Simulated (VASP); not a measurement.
A run of VASP 6.6.1 is set up as follows.

The input INCAR:

```
SYSTEM = Ga2CuAs2
  PREC = Accurate
  ENCUT = 520
  EDIFF = 1E-6
  ISMEAR = 0
  SIGMA = 0.05
  LREAL = .False.
  LASPH = .True.
  NELM = 150
  ALGO = Normal
  ISIF = 2
  LWAVE = .False.
  LCHARG = .False.
  ISPIN = 2
  MAGMOM = 0 0 0 0 1
  LORBIT = 11
  LMAXMIX = 4
  LDIPOL = .True.
  IDIPOL = 3
  DIPOL = 0.5 0.5 0.329
  GGA = PE
  IVDW = 12
  NBANDS = 36
```

KPOINTS

```
regular mesh
0
Gamma
  7 7 1
  0 0 0
```

File POSCAR:

```
Ga2CuAs2
1.0
    4.0137031117      0.0000000000      0.0000000000
    0.0000000000      4.0137031117      0.0000000000
    0.0000000000      0.0000000000     21.6700524369
As Ga Cu
2 2 1
Direct
    0.0000000000      0.5000000000      0.1845865400
    0.5000000000      0.0000000000      0.3212717630
    0.5000000000      0.5000000000      0.2500713074
    0.0000000000      0.0000000000      0.3862497546
    0.3750000000      0.5000000000      0.5016163421
```

Potentials or basis: VASP PAW PBE potentials, release 64 (As, Ga_d, Cu).

Run with:

```sh
$ cat potpaw_PBE.64/As/POTCAR potpaw_PBE.64/Ga_d/POTCAR potpaw_PBE.64/Cu/POTCAR > POTCAR
$ mpirun -np 1 vasp_std > vasp.out
```

(1) What does it give for the site moments?

(2) Estimate the dispersion energy per atom.

(3) Predict the net moment.

## Answers

(1) As +0.02, +0.00; Ga -0.00, +0.01; Cu +0.01 μB.

(2) -0.228 eV.

(3) 0.08 μB per cell.
